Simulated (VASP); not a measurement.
# SiH3C in VASP: a series of runs

Runs on SiH3C. Level: PBE. Tasks: single point.

Program: VASP 6.6.1. These are calculated values, not measurements. Logs are shortened: lines on timing, memory, paths and dates and some standing lists are left out, and cuts for length are marked.

## Step 1: The cell of the first run

The cell holds a wire with vacuum, 20 atoms: a = 14.500 Å, b = 14.100 Å, c = 5.074 Å, α = 90.00°, β = 90.00°, γ = 90.00°.

## Step 2: Single point, PBE

Input file INCAR:

```
ALGO = Normal ; EDIFF = 1E-6
ENCUT = 520 ; GGA = PE
ISIF = 2 ; ISMEAR = 0
LASPH = T ; LCHARG = T
LELF = T ; LREAL = Auto
LVHAR = T ; LWAVE = F
NBANDS = 38 ; NELM = 60
PREC = Accurate ; SIGMA = 0.05
```

Input file KPOINTS:

```
k-points
0
Gamma
  1 1 7
```

Input file POSCAR:

```
SiH3C
1.0
   14.5000000000      0.0000000000      0.0000000000
    0.0000000000     14.1000000000      0.0000000000
    0.0000000000      0.0000000000      5.0740210508
Si C H
4 4 12
Direct
    0.5000000000      0.4932636497      0.0045635118
    0.3933873602      0.4299646337      0.5045635118
    0.6066126398      0.4299646337      0.5045635118
    0.5000000000      0.6198616818      0.5045635118
    0.5000000000      0.4932636497      0.3804364882
    0.3933873602      0.4299646337      0.8804364882
    0.6066126398      0.4299646337      0.8804364882
    0.5000000000      0.6198616818      0.8804364882
    0.3933873602      0.3303120026      0.4068559544
    0.3094663870      0.4797909492      0.4068559544
    0.6066126398      0.3303120026      0.4068559544
    0.6905336130      0.4797909492      0.4068559544
    0.4160790268      0.6696879974      0.4068559544
    0.5839209732      0.6696879974      0.4068559544
    0.3933873602      0.3570643868      0.9519138288
    0.3319955073      0.4664147571      0.9519138288
    0.6066126398      0.3570643868      0.9519138288
    0.6680044927      0.4664147571      0.9519138288
    0.4386081471      0.6563118053      0.9519138288
    0.5613918529      0.6563118053      0.9519138288
```

Potentials or basis: VASP PAW PBE potentials, release 64 (Si, C, H).

Started as:

```console
$ cat potpaw_PBE.64/Si/POTCAR potpaw_PBE.64/C/POTCAR potpaw_PBE.64/H/POTCAR > POTCAR
$ mpirun -np 1 vasp_std > vasp.out
```

OUTCAR:

```text
EDIFF = 1E-6
   ENCUT = 520
   GGA = PE
   ISIF = 2
   ISMEAR = 0
   LASPH = T
   LREAL = Auto
   NELM = 60
   PREC = Accurate

 ion  position               nearest neighbor table
   1  0.500  0.493  0.005-   6 1.89   7 1.89   8 1.89   5 1.91   2 3.10   3 3.10   2 3.10   3 3.10
                             4 3.10   4 3.10
   2  0.393  0.430  0.505-  10 1.49   9 1.49   5 1.89   6 1.91   4 3.09   3 3.09   1 3.10   1 3.10

   3  0.607  0.430  0.505-  12 1.49  11 1.49   5 1.89   7 1.91   4 3.09   2 3.09   1 3.10   1 3.10

   4  0.500  0.620  0.505-  13 1.49  14 1.49   5 1.89   8 1.91   2 3.09   3 3.09   1 3.10   1 3.10

   5  0.500  0.493  0.380-   2 1.89   3 1.89   4 1.89   1 1.91
   6  0.393  0.430  0.880-  16 1.09  15 1.09   1 1.89   2 1.91
   7  0.607  0.430  0.880-  18 1.09  17 1.09   1 1.89   3 1.91
   8  0.500  0.620  0.880-  19 1.09  20 1.09   1 1.89   4 1.91
   9  0.393  0.330  0.407-   2 1.49
  10  0.309  0.480  0.407-   2 1.49
  11  0.607  0.330  0.407-   3 1.49
  12  0.691  0.480  0.407-   3 1.49
  13  0.416  0.670  0.407-   4 1.49
  14  0.584  0.670  0.407-   4 1.49
  15  0.393  0.357  0.952-   6 1.09
  16  0.332  0.466  0.952-   6 1.09
  17  0.607  0.357  0.952-   7 1.09
  18  0.668  0.466  0.952-   7 1.09
  19  0.439  0.656  0.952-   8 1.09
  20  0.561  0.656  0.952-   8 1.09

  LATTYP: Found a simple orthorhombic cell.
 ALAT       =     5.0740210508
 B/A-ratio  =     2.7788611554
 C/A-ratio  =     2.8576940960

  Lattice vectors:

 A1 = (   0.0000000000,   0.0000000000,  -5.0740210508)
 A2 = (   0.0000000000,  14.1000000000,   0.0000000000)
 A3 = (  14.5000000000,   0.0000000000,   0.0000000000)

Analysis of symmetry for initial positions (statically):
=====================================================================
 Subroutine PRICEL returns:
 Original cell was already a primitive cell.

 Routine SETGRP: Setting up the symmetry group for a
 simple orthorhombic supercell.

 Subroutine GETGRP returns: Found  2 space group operations
 (whereof  2 operations were pure point group operations)
 out of a pool of  8 trial point group operations.

The static configuration has the point symmetry C_1h.

Analysis of symmetry for dynamics (positions and initial velocities):
=====================================================================
 Subroutine PRICEL returns:
 Original cell was already a primitive cell.

 Routine SETGRP: Setting up the symmetry group for a
 simple orthorhombic supercell.

 Subroutine GETGRP returns: Found  2 space group operations
 (whereof  2 operations were pure point group operations)
 out of a pool of  8 trial point group operations.

The dynamic configuration has the point symmetry C_1h.

 Subroutine INISYM returns: Found  2 space group operations
 (whereof  2 operations are pure point group operations),
 and found     1 'primitive' translations

----------------------------------------------------------------------------------------

                                     Primitive cell

  volume of cell :    1037.3836

  direct lattice vectors                    reciprocal lattice vectors
    14.500000000  0.000000000  0.000000000     0.068965517  0.000000000  0.000000000
     0.000000000 14.100000000  0.000000000     0.000000000  0.070921986  0.000000000
     0.000000000  0.000000000  5.074021051     0.000000000  0.000000000  0.197082351

  length of vectors
    14.500000000 14.100000000  5.074021051     0.068965517  0.070921986  0.197082351

  position of ions in fractional coordinates (direct lattice)
     0.500000000  0.493263650  0.004563512
     0.393387360  0.429964634  0.504563512
     0.606612640  0.429964634  0.504563512
     0.500000000  0.619861682  0.504563512
     0.500000000  0.493263650  0.380436488
     0.393387360  0.429964634  0.880436488
[... 12 lines left out ...]
     0.438608147  0.656311805  0.951913829
     0.561391853  0.656311805  0.951913829

  ion indices of the primitive-cell ions
   primitive index   ion index
                 1           1
                 2           2
                 3           3
                 4           4
                 5           5
                 6           6
[... 12 lines left out ...]
                19          19
                20          20

----------------------------------------------------------------------------------------

 KPOINTS: k-points

Automatic generation of k-mesh.
 Grid dimensions read from file:
 generate k-points for:    1    1    7

 Generating k-lattice:

  Cartesian coordinates                     Fractional coordinates (reciprocal lattice)
     0.068965517  0.000000000  0.000000000     1.000000000  0.000000000  0.000000000
     0.000000000  0.070921986  0.000000000     0.000000000  1.000000000  0.000000000
     0.000000000  0.000000000  0.028154622     0.000000000  0.000000000  0.142857143

  Length of vectors
     0.068965517  0.070921986  0.028154622

  Shift w.r.t. Gamma in fractional coordinates (k-lattice)
     0.000000000  0.000000000  0.000000000

 Subroutine IBZKPT returns following result:
 ===========================================

 Found      4 irreducible k-points:

 Following reciprocal coordinates:
            Coordinates               Weight
  0.000000  0.000000  0.000000      1.000000
  0.000000  0.000000  0.142857      2.000000
  0.000000  0.000000  0.285714      2.000000
  0.000000  0.000000  0.428571      2.000000
   k-points           NKPTS =      4   k-points in BZ     NKDIM =      4   number of bands    NBANDS=     38
   number of dos      NEDOS =    301   number of ions     NIONS =     20
   total plane-waves  NPLWV = 466560
   dimension x,y,z NGX =   108 NGY =  108 NGZ =   40
   dimension x,y,z NGXF=   216 NGYF=  216 NGZF=   80
   ions per type =               4   4  12
   NGX,Y,Z   is equivalent  to a cutoff of  12.38, 12.73, 13.11 a.u.
   NGXF,Y,Z  is equivalent  to a cutoff of  24.76, 25.47, 26.21 a.u.
 SYSTEM =  unknown system
   PREC   = accura    normal or accurate (medium, high low for compatibility)
   ISTART =      0    job   : 0-new  1-cont  2-samecut
   ICHARG =      2    charge: 1-file 2-atom 10-const
   ISPIN  =      1    spin polarized calculation?
   LNONCOLLINEAR =      F non collinear calculations
   LSORBIT =      F    spin-orbit coupling
   LASPH  =      T    aspherical Exc in radial PAW
   ENCUT  =  520.0 eV  38.22 Ry    6.18 a.u.  26.96 26.22  9.43*2*pi/ulx,y,z
   NELM   =     60;   NELMIN=  2; NELMDL= -5     # of ELM steps
   EDIFF  = 0.1E-05   stopping-criterion for ELM
   LREAL  =      T    real-space projection
   EDIFFG = 0.1E-04   stopping-criterion for IOM
   NSW    =      0    number of steps for IOM
   IBRION =     -1    ionic relax: 0-MD 1-quasi-New 2-CG
   NFREE  =      0    steps in history (QN), initial steepest desc. (CG)
   ISIF   =      2    stress and relaxation
   ISYM   =      2    0-nonsym 1-usesym 2-fastsym
   POTIM  = 0.5000    time-step for ionic-motion
   TEBEG  =    0.0;   TEEND  =   0.0 temperature during run
   PSTRESS=    0.0 pullay stress
   NELECT =      44.0000    total number of electrons
   NUPDOWN=      -1.0000    fix difference up-down
   EMIN   =  10.00;   EMAX   =-10.00  energy-range for DOS
   EFERMI =   0.00;   METHOD = LEGACY
   ISMEAR =     0;   SIGMA  =   0.05  broadening in eV -4-tet -1-fermi 0-gaus
   EFERMI_NEDOS =   21; number of points for ismear=-14 and -15
   IALGO  =     38    algorithm
   IMIX   =      4    mixing-type and parameters
     AMIX     =   0.40;   BMIX     =  1.00
     AMIX_MAG =   1.60;   BMIX_MAG =  1.00
  volume/ion in A,a.u.               =      51.87       350.03
  Fermi-wavevector in a.u.,A,eV,Ry     =   0.570925  1.078892  4.434896  0.325956
  Thomas-Fermi vector in A             =   1.611178
   LORBIT       =      0    0 simple, 1 ext, 2 COOP (PROOUT), +10 PAW based schemes
   GGA     = PE    functional components
   LHFCALC =     F    Hartree Fock is set to
   AEXX    =    0.0000 exact exchange contribution
   IVDW    =     0    specifies the selected vdW correction
   LEPSILON=     F    determine dielectric tensor
   LRPA    =     F    only Hartree local field effects (RPA)
 non-spin polarized calculation
 Gauss-broadening in eV      SIGMA  =   0.05
  energy-cutoff  :      520.00
  volume of cell :     1037.38
 maximum number of plane-waves:     27951
 NGX is ok and might be reduce to   108
   NGX = 53   NGY = 53   NGZ = 19

 number of electron      43.9999995 magnetization

 Free energy of the ion-electron system (eV)
  ---------------------------------------------------
  ext. energy  EPLUGINS =         0.00000000
  ---------------------------------------------------
  free energy    TOTEN  =      -101.27758780 eV

  energy without entropy =     -101.27758780  energy(sigma->0) =     -101.27758780

 E-fermi :  -4.7474     XC(G=0):  -2.1674

 val. band max:       -5.0335276974   @ k =   0.0000   0.0000   0.1429
 cond. band min:       0.0955057799   @ k =   0.0000   0.0000   0.0000
 fundamental gap:      5.1290334773
 Fermi energy:        -4.7474011214

 k-point     1 :       0.0000    0.0000    0.0000
  band No.  band energies     occupation
      1     -17.3661      2.00000
      2     -15.7350      2.00000
      3     -15.7347      2.00000
      4     -14.6814      2.00000
      5     -11.0157      2.00000
      6     -10.8885      2.00000
[... 26 lines left out ...]
     33       1.9972      0.00000
     34       2.1930      0.00000

 k-point     2 :       0.0000    0.0000    0.1429
  band No.  band energies     occupation
      1     -17.2836      2.00000
      2     -15.7028      2.00000
      3     -15.7026      2.00000
      4     -14.8858      2.00000
      5     -11.0936      2.00000
      6     -11.0933      2.00000
[... 26 lines left out ...]
     33       2.1093      0.00000
     34       2.1937      0.00000

 k-point     3 :       0.0000    0.0000    0.2857
  band No.  band energies     occupation
      1     -17.0467      2.00000
      2     -15.6263      2.00000
      3     -15.6260      2.00000
      4     -15.3693      2.00000
      5     -11.4921      2.00000
      6     -11.4918      2.00000
[... 26 lines left out ...]
     33       2.1743      0.00000
     34       2.2042      0.00000

 k-point     4 :       0.0000    0.0000    0.4286
  band No.  band energies     occupation
      1     -16.7229      2.00000
      2     -15.8689      2.00000
      3     -15.5597      2.00000
      4     -15.5594      2.00000
      5     -11.7726      2.00000
      6     -11.7724      2.00000
[... 26 lines left out ...]
     33       2.2822      0.00000
     34       2.3408      0.00000
 [bands above 34 left out]

------------------------ aborting loop because EDIFF is reached ----------------------------------------

  FORCE on cell =-STRESS in cart. coord.  units (eV):
  Direction    XX          YY          ZZ          XY          YZ          ZX
  --------------------------------------------------------------------------------------
  -------------------------------------------------------------------------------------
  Total        0.1746499      0.1658996      3.4126113      0.0000000     -0.0005912      0.0000000
  in kB        0.2697364      0.2562220      5.2705754      0.0000000     -0.0009131      0.0000000
  external PRESSURE =       1.9321779 kB  Pullay stress =       0.0000000 kB

 VOLUME and BASIS-vectors are now :
 -----------------------------------------------------------------------------
  energy-cutoff  :      520.00
  volume of cell :     1037.38
      direct lattice vectors                 reciprocal lattice vectors
    14.500000000  0.000000000  0.000000000     0.068965517  0.000000000  0.000000000
     0.000000000 14.100000000  0.000000000     0.000000000  0.070921986  0.000000000
     0.000000000  0.000000000  5.074021051     0.000000000  0.000000000  0.197082351

 POSITION                                       TOTAL-FORCE (eV/Angst)
 -----------------------------------------------------------------------------------
      7.25000      6.95502      0.02316         0.000000     -0.001460      0.387377
      5.70412      6.06250      2.56017         0.287314      0.165434      0.471315
      8.79588      6.06250      2.56017        -0.287314      0.165434      0.471315
      7.25000      8.74005      2.56017         0.000000     -0.333101      0.474270
      7.25000      6.95502      1.93034         0.000000      0.000146     -0.203732
      5.70412      6.06250      4.46735         0.528930      0.306109     -0.721040
[... 12 lines left out ...]
      6.35982      9.25400      4.83003        -0.160712      0.218035      0.113020
      8.14018      9.25400      4.83003         0.160712      0.218035      0.113020
 -----------------------------------------------------------------------------------
    total drift:                                0.000000      0.002175      0.006775

  FREE ENERGIE OF THE ION-ELECTRON SYSTEM (eV)
  ---------------------------------------------------
  free  energy   TOTEN  =      -101.2775877975 eV

  energy  without entropy=     -101.2775877975  energy(sigma->0) =     -101.27758780
```

It took 6.6 min on 1 thread of Intel Xeon Platinum 8259CL at 2.50GHz (Skylake/Cascade Lake), shared host; peak memory 0.89 GiB.

What came out:

```yaml
Free_energy: -101.2776 eV
Largest_force: 0.958 eV/Å
Band_gap_on_the_k_mesh: 5.13 eV, indirect (least direct gap 5.17 eV)
```

Forces in eV/Å, atoms in the order of the input:
```
Si   0.000 -0.001  0.387
Si   0.287  0.165  0.471
Si  -0.287  0.165  0.471
Si   0.000 -0.333  0.474
C    0.000  0.000 -0.204
C    0.529  0.306 -0.721
C   -0.529  0.306 -0.721
C    0.000 -0.607 -0.741
H   -0.051 -0.104 -0.016
H   -0.116  0.008 -0.016
H    0.051 -0.104 -0.016
H    0.116  0.008 -0.016
H   -0.065  0.096 -0.016
H    0.065  0.096 -0.016
H   -0.109 -0.248  0.113
H   -0.269  0.030  0.113
H    0.109 -0.248  0.113
H    0.269  0.030  0.113
H   -0.161  0.218  0.113
H    0.161  0.218  0.113
```

Levels at points of the mesh, in eV from the valence-band top:
| k point | band 19 | band 20 | band 21 | band 22 | band 23 | band 24 | band 25 | band 26 |
| --- | --- | --- | --- | --- | --- | --- | --- | --- |
| (0.00, 0.00, 0.00) | -1.18 | -0.08 | -0.04 | -0.04 | 5.13 | 5.43 | 5.52 | 5.55 |

## Step 3: Single point, PBE

This run uses another cell than the first one, of 53.56 Å³/atom, 1.033 times its volume.

Input file INCAR:

```
PREC = Accurate
ENCUT = 520
EDIFF = 1E-7
ISMEAR = 0
SIGMA = 0.05
LREAL = Auto
LASPH = True
NELM = 100
ALGO = Normal
ISIF = 2
LWAVE = False
LCHARG = False
GGA = PE
NBANDS = 38
```

Input file KPOINTS:

```
regular mesh
0
Gamma
  1 1 7
```

Input file POSCAR:

```
SiH3C
1.0
   14.5000000000      0.0000000000      0.0000000000
    0.0000000000     14.1000000000      0.0000000000
    0.0000000000      0.0000000000      5.2396194633
Si C H
4 4 12
Direct
    0.5000000000      0.4932618213      0.0104173172
    0.3949731000      0.4309076968      0.5113586426
    0.6050269000      0.4309076968      0.5113586426
    0.5000000000      0.6179760956      0.5113599144
    0.5000000000      0.4932633196      0.3762515928
    0.3956644824      0.4313156390      0.8731001026
    0.6043355176      0.4313156390      0.8731001026
    0.5000000000      0.6171563168      0.8731011750
    0.3927223161      0.3303982292      0.4182744364
    0.3092075156      0.4791643300      0.4182807289
    0.6072776839      0.3303982292      0.4182744364
    0.6907924844      0.4791643300      0.4182807289
    0.4164814457      0.6702355096      0.4182811570
    0.5835185543      0.6702355096      0.4182811570
    0.3929592995      0.3574553995      0.9404768486
    0.3321125461      0.4658359652      0.9404866605
    0.6070407005      0.3574553995      0.9404768486
    0.6678874539      0.4658359652      0.9404866605
    0.4391527138      0.6564949513      0.9404857732
    0.5608472862      0.6564949513      0.9404857732
```

Potentials or basis: VASP PAW PBE potentials, release 64 (Si, C, H).

Started as:

```console
$ cat potpaw_PBE.64/Si/POTCAR potpaw_PBE.64/C/POTCAR potpaw_PBE.64/H/POTCAR > POTCAR
$ mpirun -np 1 vasp_std > vasp.out
```

It took 5.9 min on 1 thread of Intel Xeon Platinum 8259CL at 2.50GHz (Skylake/Cascade Lake), shared host; peak memory 0.9 GiB.

The run converged. Its results:

* Free energy: -101.4345 eV
* Largest force: 0.021 eV/Å
* Band gap on the k mesh: 5.32 eV, direct

Forces on the atoms (eV/Å):
```
Si   0.000  0.002 -0.021
Si  -0.008 -0.003 -0.009
Si   0.008 -0.003 -0.009
Si   0.000  0.003 -0.010
C    0.000 -0.001 -0.015
C    0.004  0.009 -0.007
C   -0.004  0.009 -0.007
C    0.000 -0.016 -0.006
H   -0.001  0.018  0.007
H    0.015 -0.010  0.007
H    0.001  0.018  0.007
H   -0.015 -0.010  0.007
H    0.016 -0.009  0.007
H   -0.016 -0.009  0.007
H   -0.001 -0.020  0.007
H   -0.018  0.009  0.007
H    0.001 -0.020  0.007
H    0.018  0.009  0.007
H   -0.017  0.011  0.007
H    0.017  0.011  0.007
```

Levels at points of the mesh, in eV from the valence-band top:
```csv
k point,band 18,band 19,band 20,band 21,band 22,band 23,band 24,band 25,band 26,band 27
"(0.00, 0.00, 0.00)",-1.56,-1.01,-0.12,0.00,0.00,5.32,5.63,5.63,5.67,6.13
```
